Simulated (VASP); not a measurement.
# CaO (Fm-3m) in VASP: G0W0 quasiparticle levels with PBE

Aim: the G0W0 quasiparticle levels of CaO with PBE.

Everything below comes from runs of VASP 6.6.1. Logs are shortened: lines on timing, memory, paths and dates and some standing lists are left out, and cuts for length are marked.

**1. The cell of the first run**

It takes space group Fm-3m (No. 225, cubic). The conventional cell has a = 4.795 Å, b = 4.795 Å, c = 4.795 Å, α = 90.00°, β = 90.00°, γ = 90.00°. Within 3.2 Å of Ca (site symmetry m-3m) lie 6 O at 2.40 Å. Within 3.2 Å of O (site symmetry m-3m) lie 6 Ca at 2.40 Å.

**2. G0W0 quasiparticle levels, PBE**

File POSCAR:

```
CaO
1.0
    0.0000000000      2.3975501136      2.3975501136
    2.3975501136      0.0000000000      2.3975501136
    2.3975501136      2.3975501136      0.0000000000
Ca O
1 1
Direct
    0.0000000000      0.0000000000      0.0000000000
    0.5000000000      0.5000000000      0.5000000000
```

File INCAR.step1:

```
PREC = Accurate
ENCUT = 500
EDIFF = 1E-8
ISMEAR = 0
SIGMA = 0.01
LREAL = F
LASPH = T
NELM = 60
ALGO = Normal
LWAVE = T
LCHARG = F
GGA = PE
```

File INCAR.step2:

```
PREC = Accurate
ENCUT = 500
EDIFF = 1E-8
ISMEAR = 0
SIGMA = 0.01
LREAL = F
LASPH = T
NELM = 1
ALGO = Exact
LWAVE = T
LCHARG = F
GGA = PE
NBANDS = 52
LOPTICS = T
ISTART = 1
```

File INCAR.step3:

```
PREC = Accurate
ENCUT = 500
EDIFF = 1E-8
ISMEAR = 0
SIGMA = 0.01
LREAL = F
LASPH = T
ALGO = EVGW0
LWAVE = F
LCHARG = F
GGA = PE
NELMGW = 1
NBANDS = 52
ENCUTGW = 80.0
NOMEGA = 96
PRECFOCK = Fast
ISTART = 1
NBANDSGW = 16
OMEGAMAX = 20
```

File KPOINTS:

```
Automatic mesh
0
Gamma
  8 8 8
```

Potentials or basis: VASP PAW PBE potentials, release 64 (Ca_sv_GW, O_GW).

Command:

```console
$ cat potpaw_PBE.64/Ca_sv_GW/POTCAR potpaw_PBE.64/O_GW/POTCAR > POTCAR
$ cp INCAR.step1 INCAR
$ mpirun -np 1 vasp_std > vasp.out
$ cp INCAR.step2 INCAR
$ mpirun -np 1 vasp_std > vasp.out
$ cp INCAR.step3 INCAR
$ mpirun -np 1 vasp_std > vasp.out
```

OUTCAR:

```text
PREC = Accurate
   ENCUT = 500
   EDIFF = 1E-8
   ISMEAR = 0
   LREAL = F
   LASPH = T
   GGA = PE
   NELMGW = 1
   ENCUTGW = 80.0
   PRECFOCK = Fast
   ISTART = 1

 ion  position               nearest neighbor table
   1  0.000  0.000  0.000-   2 2.40   2 2.40   2 2.40   2 2.40   2 2.40   2 2.40
   2  0.500  0.500  0.500-   1 2.40   1 2.40   1 2.40   1 2.40   1 2.40   1 2.40

  LATTYP: Found a face centered cubic cell.
 ALAT       =     4.7951002272

  Lattice vectors:

 A1 = (   0.0000000000,   2.3975501136,   2.3975501136)
 A2 = (   2.3975501136,   0.0000000000,   2.3975501136)
 A3 = (   2.3975501136,   2.3975501136,   0.0000000000)

Analysis of symmetry for initial positions (statically):
=====================================================================
 Subroutine PRICEL returns:
 Original cell was already a primitive cell.

 Routine SETGRP: Setting up the symmetry group for a
 face centered cubic supercell.

 Subroutine GETGRP returns: Found 48 space group operations
 (whereof 48 operations were pure point group operations)
 out of a pool of 48 trial point group operations.

The static configuration has the point symmetry O_h .

Analysis of symmetry for dynamics (positions and initial velocities):
=====================================================================
 Subroutine PRICEL returns:
 Original cell was already a primitive cell.

 Routine SETGRP: Setting up the symmetry group for a
 face centered cubic supercell.

 Subroutine GETGRP returns: Found 48 space group operations
 (whereof 48 operations were pure point group operations)
 out of a pool of 48 trial point group operations.

The dynamic configuration has the point symmetry O_h .

 Subroutine INISYM returns: Found 48 space group operations
 (whereof 48 operations are pure point group operations),
 and found     1 'primitive' translations

----------------------------------------------------------------------------------------

                                     Primitive cell

  volume of cell :      27.5634

  direct lattice vectors                    reciprocal lattice vectors
     0.000000000  2.397550114  2.397550114    -0.208546214  0.208546214  0.208546214
     2.397550114  0.000000000  2.397550114     0.208546214 -0.208546214  0.208546214
     2.397550114  2.397550114  0.000000000     0.208546214  0.208546214 -0.208546214

  length of vectors
     3.390647887  3.390647887  3.390647887     0.361212639  0.361212639  0.361212639

  position of ions in fractional coordinates (direct lattice)
     0.000000000  0.000000000  0.000000000
     0.500000000  0.500000000  0.500000000

  ion indices of the primitive-cell ions
   primitive index   ion index
                 1           1
                 2           2

----------------------------------------------------------------------------------------

 KPOINTS: Automatic mesh

Automatic generation of k-mesh.
 Grid dimensions read from file:
 generate k-points for:    8    8    8

 Generating k-lattice:

  Cartesian coordinates                     Fractional coordinates (reciprocal lattice)
    -0.026068277  0.026068277  0.026068277     0.125000000  0.000000000  0.000000000
     0.026068277 -0.026068277  0.026068277     0.000000000  0.125000000  0.000000000
     0.026068277  0.026068277 -0.026068277     0.000000000  0.000000000  0.125000000

  Length of vectors
     0.045151580  0.045151580  0.045151580

  Shift w.r.t. Gamma in fractional coordinates (k-lattice)
     0.000000000  0.000000000  0.000000000

 Subroutine IBZKPT returns following result:
 ===========================================

 Found     29 irreducible k-points:

 Following reciprocal coordinates:
            Coordinates               Weight
  0.000000  0.000000  0.000000      1.000000
  0.125000  0.000000  0.000000      8.000000
  0.250000  0.000000  0.000000      8.000000
  0.375000  0.000000  0.000000      8.000000
  0.500000  0.000000  0.000000      4.000000
  0.125000  0.125000  0.000000      6.000000
[... 16 lines left out ...]
  0.500000  0.250000  0.125000     48.000000
 -0.375000  0.250000  0.125000     24.000000
 [... further k-points ...]
   k-points           NKPTS =     29   k-points in BZ     NKDIM =    512   number of bands    NBANDS=     52
   number of dos      NEDOS =    301   number of ions     NIONS =      2
   total plane-waves  NPLWV =  21952
   dimension x,y,z NGX =    28 NGY =   28 NGZ =   28
   dimension x,y,z NGXF=    56 NGYF=   56 NGZF=   56
   ions per type =               1   1
   NGX,Y,Z   is equivalent  to a cutoff of  13.73, 13.73, 13.73 a.u.
   NGXF,Y,Z  is equivalent  to a cutoff of  27.46, 27.46, 27.46 a.u.
 SYSTEM =  unknown system
   PREC   = accura    normal or accurate (medium, high low for compatibility)
   ISTART =      1    job   : 0-new  1-cont  2-samecut
   ICHARG =      0    charge: 1-file 2-atom 10-const
   ISPIN  =      1    spin polarized calculation?
   LNONCOLLINEAR =      F non collinear calculations
   LSORBIT =      F    spin-orbit coupling
   LASPH  =      T    aspherical Exc in radial PAW
   ENCUT  =  500.0 eV  36.75 Ry    6.06 a.u.   6.18  6.18  6.18*2*pi/ulx,y,z
   NELM   =     60;   NELMIN=  2; NELMDL=  0     # of ELM steps
   EDIFF  = 0.1E-07   stopping-criterion for ELM
   LREAL  =      F    real-space projection
   EDIFFG = 0.1E-06   stopping-criterion for IOM
   NSW    =      0    number of steps for IOM
   IBRION =     -1    ionic relax: 0-MD 1-quasi-New 2-CG
   NFREE  =      0    steps in history (QN), initial steepest desc. (CG)
   ISIF   =      0    stress and relaxation
   ISYM   =      3    0-nonsym 1-usesym 2-fastsym
   POTIM  = 0.5000    time-step for ionic-motion
   TEBEG  =    0.0;   TEEND  =   0.0 temperature during run
   PSTRESS=    0.0 pullay stress
   NELECT =      16.0000    total number of electrons
   NUPDOWN=      -1.0000    fix difference up-down
   EMIN   =  10.00;   EMAX   =-10.00  energy-range for DOS
   EFERMI =   0.00;   METHOD = LEGACY
   ISMEAR =     0;   SIGMA  =   0.01  broadening in eV -4-tet -1-fermi 0-gaus
   EFERMI_NEDOS =   21; number of points for ismear=-14 and -15
   IALGO  =     38    algorithm
   IMIX   =      4    mixing-type and parameters
     AMIX     =   0.40;   BMIX     =  1.00
     AMIX_MAG =   1.60;   BMIX_MAG =  1.00
  volume/ion in A,a.u.               =      13.78        93.00
  Fermi-wavevector in a.u.,A,eV,Ry     =   1.365643  2.580691 25.374598  1.864980
  Thomas-Fermi vector in A             =   2.491853
   LORBIT       =      0    0 simple, 1 ext, 2 COOP (PROOUT), +10 PAW based schemes
   GGA     = PE    functional components
   LHFCALC =     T    Hartree Fock is set to
   PRECFOCK=fast      Normal, Fast or Accurate (Low or Medium for compatibility)
   ENCUT4O =  -1.0   cutoff for four orbital integrals eV
   NKREDX  =     1    reduce k-point grid by
   NKREDY  =     1    reduce k-point grid by
   NKREDZ  =     1    reduce k-point grid by
   AEXX    =    1.0000 exact exchange contribution
   HFSCREEN=    0.0000 screening length (either q_TF or 0.3 A-1)
   HFSCREENC=   0.0000 screening length for correlation (either q_TF or 0.3 A-1)
   ENCUTFOCK=  -1.0 apply spherical cutoff to Coloumb kernel
   IVDW    =     0    specifies the selected vdW correction
   LEPSILON=     F    determine dielectric tensor
   LRPA    =     F    only Hartree local field effects (RPA)
   LRPAFORCE           =     F    calculate RPA forces
   ENCUTGW             =  80.0    cutoff for response function in eV
   ENCUTGWSOFT         =  64.0    soft cutoff for Coulomb kernel in GW response function in eV
   ENCUTLF             =  -1.0    cutoff for local field effects
   NELMGW              =     1    number of iterations in solving QP/BSE equation
   NELMHF              =     1    number of iterations in the inner HF iteration
   NKREDLFX            =     1    NKREDLFY  =   1   NKREDLFZ  =   1
 non-spin polarized calculation
 Gauss-broadening in eV      SIGMA  =   0.01
  energy-cutoff  :      500.00
  volume of cell :       27.56
 maximum number of plane-waves:       725
 NGX is ok and might be reduce to    28
  NGX = 16; NGY = 16; NGZ = 16
   NGX = 13   NGY = 13   NGZ = 13
 maximum number of plane-waves:        59
 NGX is ok and might be reduce to    14

 QP shifts <psi_nk| G(iteration)W_0 |psi_nk>: iteration 1
 for sc-GW calculations column KS-energies equals QP-energies in previous step
 and V_xc(KS)=  KS-energies - (<T + V_ion + V_H > + <T+V_H+V_ion>^1  + <V_x>^1)

 k-point   1 :       0.0000    0.0000    0.0000
  band No.  KS-energies  QP-energies   sigma(KS)   V_xc(KS)     V^pw_x(r,r')   Z            occupation Imag(sigma)

      1     -32.9286     -35.0749     -23.9956     -20.6284     -34.4111       0.6374       2.0000       0.5409
      2     -13.6891     -15.8805     -23.0187     -20.1615     -28.1103       0.7670       2.0000       0.1662
      3     -13.6891     -15.8805     -23.0187     -20.1615     -28.1103       0.7670       2.0000       0.1662
      4     -13.6891     -15.8805     -23.0187     -20.1615     -28.1103       0.7670       2.0000       0.1662
      5     -10.8628     -12.6195     -21.9751     -19.2166     -30.6900       0.6368       2.0000       0.6085
      6       4.6728       4.0157     -20.0356     -19.1695     -24.4376       0.7586       2.0000       0.0629
[... 8 lines left out ...]
     15      19.7355      20.0108      -6.4973      -6.8041      -1.4473       0.8971       0.0000      -0.7377
     16      27.1978      30.1884     -10.2354     -14.3208      -5.1496       0.7320       0.0000      -0.9280

 k-point   2 :       0.1250    0.0000    0.0000
  band No.  KS-energies  QP-energies   sigma(KS)   V_xc(KS)     V^pw_x(r,r')   Z            occupation Imag(sigma)

      1     -32.9132     -35.0626     -24.0101     -20.6446     -34.4232       0.6387       2.0000       0.5400
      2     -13.9064     -16.0219     -22.6935     -19.8650     -28.1027       0.7479       2.0000       0.2012
      3     -13.6969     -15.8840     -23.0077     -20.1513     -28.0988       0.7657       2.0000       0.1624
      4     -13.6969     -15.8840     -23.0077     -20.1513     -28.0988       0.7657       2.0000       0.1624
      5     -10.6359     -12.4139     -22.3138     -19.5371     -30.7160       0.6404       2.0000       0.5839
      6       4.1406       3.3737     -19.0708     -18.0567     -23.2920       0.7562       2.0000       0.0646
[... 8 lines left out ...]
     15      20.3252      21.0318      -7.3583      -8.1826      -2.1855       0.8572       0.0000      -0.7349
     16      26.1997      28.6948      -9.8333     -12.6931      -4.5680       0.8725       0.0000      -0.9293

 k-point   3 :       0.2500    0.0000    0.0000
  band No.  KS-energies  QP-energies   sigma(KS)   V_xc(KS)     V^pw_x(r,r')   Z            occupation Imag(sigma)

      1     -32.8759     -35.0334     -24.0451     -20.6845     -34.4533       0.6420       2.0000       0.5374
      2     -14.3397     -16.3547     -22.1621     -19.3863     -28.0327       0.7259       2.0000       0.2572
      3     -13.7161     -15.8933     -22.9819     -20.1273     -28.0720       0.7627       2.0000       0.1531
      4     -13.7161     -15.8933     -22.9819     -20.1273     -28.0720       0.7627       2.0000       0.1531
      5     -10.1795     -12.0583     -22.8708     -20.0815     -30.8369       0.6736       2.0000       0.5534
      6       3.1405       2.2022     -17.8343     -16.5817     -22.0067       0.7491       2.0000       0.0762
[... 394 lines left out ...]
      1     -32.8190     -34.9913     -24.0990     -20.7461     -34.5003       0.6479       2.0000       0.5433
      2     -14.5356     -16.5452     -21.9784     -19.1990     -27.9198       0.7230       2.0000       0.2746
      3     -13.9168     -16.1187     -22.7708     -19.8776     -27.8998       0.7611       2.0000       0.1916
      4     -13.7906     -15.9653     -22.8972     -20.0347     -28.0055       0.7597       2.0000       0.1547
      5      -9.9911     -11.8216     -23.0863     -20.2963     -30.9828       0.6561       2.0000       0.4970
      6       2.6724       1.6693     -17.6173     -16.2683     -21.9373       0.7436       2.0000       0.0863
[... 8 lines left out ...]
     15      19.5713      21.1150     -11.0766     -13.0678      -5.7579       0.7752       0.0000      -0.3814
     16      20.8068      22.2702     -10.3268     -12.1770      -5.0116       0.7909       0.0000      -0.4742

 k-point  24 :      -0.3750    0.2500    0.1250
  band No.  KS-energies  QP-energies   sigma(KS)   V_xc(KS)     V^pw_x(r,r')   Z            occupation Imag(sigma)

      1     -32.8066     -34.9835     -24.1107     -20.7597     -34.5107       0.6496       2.0000       0.5440
      2     -14.5991     -16.6074     -21.9245     -19.1441     -27.8920       0.7223       2.0000       0.2824
      3     -13.9322     -16.1277     -22.7468     -19.8536     -27.8764       0.7588       2.0000       0.1869
      4     -13.8165     -15.9915     -22.8702     -20.0047     -27.9906       0.7590       2.0000       0.1597
      5      -9.9357     -11.7684     -23.1454     -20.3506     -31.0111       0.6558       2.0000       0.4906
      6       2.6205       1.6036     -17.4867     -16.1183     -21.7750       0.7431       2.0000       0.0868
[... 8 lines left out ...]
     15      18.6488      20.3407     -12.0317     -14.2410      -6.7303       0.7658       0.0000      -0.3092
     16      20.5206      21.9256     -10.2460     -12.0131      -5.0180       0.7951       0.0000      -0.4334

 [... further k-points ...]
```

Run time: 18 min. Hardware: 1 thread of Intel Xeon Platinum 8488C (Sapphire Rapids), shared host; peak memory 0.73 GiB.

What came out:

```
Quasiparticle gap                                   : 5.72 eV
Least direct quasiparticle gap                      : 6.12 eV
Band gap of the starting levels on the mesh         : 3.66 eV
Least direct gap of the starting levels on the mesh : 4.03 eV
```

Caveat: bands, screening cutoff and mesh are small and nothing is extrapolated, so the quasiparticle values aren't converged.
